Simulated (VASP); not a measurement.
# MgO (kpbe) (Fm-3m) in VASP: vibrations by perturbation theory with PBE

Aim: the vibrations by perturbation theory of MgO (kpbe) with PBE.

Everything below comes from runs of VASP 6.6.1. Logs are shortened: lines on timing, memory, paths and dates and some standing lists are left out, and cuts for length are marked.

## (1) The cell of the first run

It takes space group Fm-3m (No. 225, cubic). Conventional cell: a = 4.254 Å, b = 4.254 Å, c = 4.254 Å, α = 90.00°, β = 90.00°, γ = 90.00°. Mg (site symmetry m-3m) has 6 O at 2.13 Å within 2.8 Å. O (site symmetry m-3m) has 6 Mg at 2.13 Å within 2.8 Å.

## (2) Vibrations by perturbation theory, PBE

INCAR

```
SYSTEM = MgO
PREC = Accurate
ENCUT = 520
EDIFF = 1E-8
ISMEAR = 0
SIGMA = 0.01
LREAL = .False.
LASPH = .True.
NELM = 80
ALGO = Normal
ISIF = 2
LWAVE = .False.
LCHARG = .False.
GGA = PE
NBANDS = 11
IBRION = 8
NSW = 1
LEPSILON = .True.
```

KPOINTS

```
Automatic mesh
0
Gamma
  10 10 10
  0 0 0
```

POSCAR

```
MgO
1.0
    0.0000000000      2.1272357890      2.1272357890
    2.1272357890      0.0000000000      2.1272357890
    2.1272357890      2.1272357890      0.0000000000
Mg O
1 1
Direct
    0.0000000000      0.0000000000      0.0000000000
    0.5000000000      0.5000000000      0.5000000000
```

Potentials or basis: VASP PAW PBE potentials, release 64 (Mg, O).

Run with:

```sh
$ cat potpaw_PBE.64/Mg/POTCAR potpaw_PBE.64/O/POTCAR > POTCAR
$ mpirun -np 1 vasp_std > vasp.out
```

OUTCAR:

```text
SYSTEM = MgO
   PREC = Accurate
   ENCUT = 520
   EDIFF = 1E-8
   ISMEAR = 0
   LREAL = .False.
   LASPH = .True.
   NELM = 80
   ISIF = 2
   GGA = PE
   IBRION = 8
   NSW = 1
   LEPSILON = .True.

 ion  position               nearest neighbor table
   1  0.000  0.000  0.000-   2 2.13   2 2.13   2 2.13   2 2.13   2 2.13   2 2.13
   2  0.500  0.500  0.500-   1 2.13   1 2.13   1 2.13   1 2.13   1 2.13   1 2.13

  LATTYP: Found a face centered cubic cell.
 ALAT       =     4.2544715780

  Lattice vectors:

 A1 = (   0.0000000000,   2.1272357890,   2.1272357890)
 A2 = (   2.1272357890,   0.0000000000,   2.1272357890)
 A3 = (   2.1272357890,   2.1272357890,   0.0000000000)

Analysis of symmetry for initial positions (statically):
=====================================================================
 Subroutine PRICEL returns:
 Original cell was already a primitive cell.

 Routine SETGRP: Setting up the symmetry group for a
 face centered cubic supercell.

 Subroutine GETGRP returns: Found 48 space group operations
 (whereof 48 operations were pure point group operations)
 out of a pool of 48 trial point group operations.

The static configuration has the point symmetry O_h .

Analysis of symmetry for dynamics (positions and initial velocities):
=====================================================================
 Subroutine PRICEL returns:
 Original cell was already a primitive cell.

 Routine SETGRP: Setting up the symmetry group for a
 face centered cubic supercell.

 Subroutine GETGRP returns: Found 48 space group operations
 (whereof 48 operations were pure point group operations)
 out of a pool of 48 trial point group operations.

The dynamic configuration has the point symmetry O_h .

 Subroutine INISYM returns: Found 48 space group operations
 (whereof 48 operations are pure point group operations),
 and found     1 'primitive' translations
[... 568 lines left out ...]
    -0.00404 -0.00000  0.00000
     0.00000  0.00665 -0.00000
     0.00000 -0.00000  0.00665

 MACROSCOPIC STATIC DIELECTRIC TENSOR (including local field effects in DFT)
 ------------------------------------------------------
           3.171220    -0.000000    -0.000000
          -0.000000     3.171220     0.000000
          -0.000000    -0.000000     3.171220
 ------------------------------------------------------

 PIEZOELECTRIC TENSOR (including local field effects)  for field in x, y, z        (e  Angst)
          XX          YY          ZZ          XY          YZ          ZX
  --------------------------------------------------------------------------------
  x     0.00000     0.00000     0.00000     0.00000     0.00000     0.00000
  y     0.00000     0.00000     0.00000     0.00000     0.00000     0.00000
  z     0.00000     0.00000     0.00000     0.00000     0.00000     0.00000

 PIEZOELECTRIC TENSOR (including local field effects)  for field in x, y, z        (C/m^2)
          XX          YY          ZZ          XY          YZ          ZX
  --------------------------------------------------------------------------------
  x     0.00000     0.00000     0.00000     0.00000     0.00000     0.00000
  y     0.00000     0.00000     0.00000     0.00000     0.00000     0.00000
  z     0.00000     0.00000     0.00000     0.00000     0.00000     0.00000

 BORN EFFECTIVE CHARGES (including local field effects) (in |e|, cummulative output)
 ---------------------------------------------------------------------------------
 ion    1
    1     1.98171     0.00000     0.00000
    2    -0.00000     1.98171     0.00000
    3     0.00000     0.00000     1.98171
 ion    2
    1    -1.98171    -0.00000     0.00000
    2     0.00000    -1.98171     0.00000
    3     0.00000     0.00000    -1.98171

 INTERNAL STRAIN TENSOR FOR ION    2 for displacements in x,y,z  (eV/Angst):
          X           Y           Z          XY          YZ          ZX
  --------------------------------------------------------------------------------
  x     0.00000     0.00000     0.00000     0.00000     0.00000     0.00000
  y     0.00000     0.00000     0.00000     0.00000     0.00000     0.00000
  z     0.00000     0.00000     0.00000     0.00000     0.00000     0.00000

 SECOND DERIVATIVES (NOT SYMMETRIZED)
 ------------------------------------
               1X          1Y          1Z          2X          2Y          2Z
  1X    -4.778986    0.000000    0.000000    4.778986    0.000000    0.000000
  1Y     0.000000   -4.778986    0.000000    0.000000    4.778986    0.000000
  1Z     0.000000    0.000000   -4.778986    0.000000    0.000000    4.778986
  2X     4.796782    0.000000    0.000000   -4.796782    0.000000    0.000000
  2Y     0.000000    4.796782    0.000000    0.000000   -4.796782    0.000000
  2Z     0.000000    0.000000    4.796782    0.000000    0.000000   -4.796782

 Eigenvectors and eigenvalues of the dynamical matrix
 ----------------------------------------------------

   1 f  =   11.014823 THz    69.208173 2PiTHz  367.414941 cm-1    45.553626 meV
             X         Y         Z           dx          dy          dz
      0.000000  0.000000  0.000000     0.000000    0.000000   -0.629352
      2.127236  2.127236  2.127236     0.000000    0.000000    0.777120
[... 21 lines left out ...]
   6 f/i=    0.010012 THz     0.062907 2PiTHz    0.333963 cm-1     0.041406 meV
             X         Y         Z           dx          dy          dz
      0.000000  0.000000  0.000000    -0.320244    0.307374    0.637872
      2.127236  2.127236  2.127236    -0.259350    0.248928    0.516582

--------------------------------------------------------------------------------------------------------

 MACROSCOPIC STATIC DIELECTRIC TENSOR IONIC CONTRIBUTION
 ------------------------------------------------------
           7.709475    -0.000000    -0.000000
          -0.000000     7.709475    -0.000000
          -0.000000    -0.000000     7.709475
 ------------------------------------------------------

 ELASTIC MODULI CONTR FROM IONIC RELAXATION (kBar)
 Direction    XX          YY          ZZ          XY          YZ          ZX
 --------------------------------------------------------------------------------
 XX           0.0000      0.0000      0.0000      0.0000      0.0000      0.0000
 YY           0.0000      0.0000      0.0000      0.0000      0.0000      0.0000
 ZZ           0.0000      0.0000      0.0000      0.0000      0.0000      0.0000
 XY           0.0000      0.0000      0.0000      0.0000      0.0000      0.0000
 YZ           0.0000      0.0000      0.0000      0.0000      0.0000      0.0000
 ZX           0.0000      0.0000      0.0000      0.0000      0.0000      0.0000
 --------------------------------------------------------------------------------

 PIEZOELECTRIC TENSOR IONIC CONTR  for field in x, y, z        (C/m^2)
          XX          YY          ZZ          XY          YZ          ZX
  --------------------------------------------------------------------------------
  x     0.00000     0.00000     0.00000     0.00000     0.00000     0.00000
  y     0.00000     0.00000     0.00000     0.00000     0.00000     0.00000
  z     0.00000     0.00000     0.00000     0.00000     0.00000     0.00000
```

Run time: 3.3 min. Hardware: 1 thread of Intel Xeon 8259CL, shared host; peak memory 0.2 GiB.

Results:

| Item | Value |
| --- | --- |
| Electronic dielectric tensor (diagonal) | 3.17 |
| Born charges (mean of the diagonal) | Mg +1.98; O -1.98 e |
| Highest phonon frequency at Γ, LO-TO splitting left out | 367 cm⁻¹ |

Phonon frequencies in cm⁻¹ (negative: imaginary):
| q point | frequencies |
| --- | --- |
| (0.000, 0.000, 0.000) | 0 0 0 367 367 367 |

Electronic dielectric tensor:
```
3.17 0.00 0.00
0.00 3.17 0.00
0.00 0.00 3.17
```

Born effective charge tensors (e):
atom 1, Mg
```
1.98 0.00 0.00
0.00 1.98 0.00
0.00 0.00 1.98
```
atom 2, O
```
-1.98  0.00  0.00
 0.00 -1.98  0.00
 0.00  0.00 -1.98
```
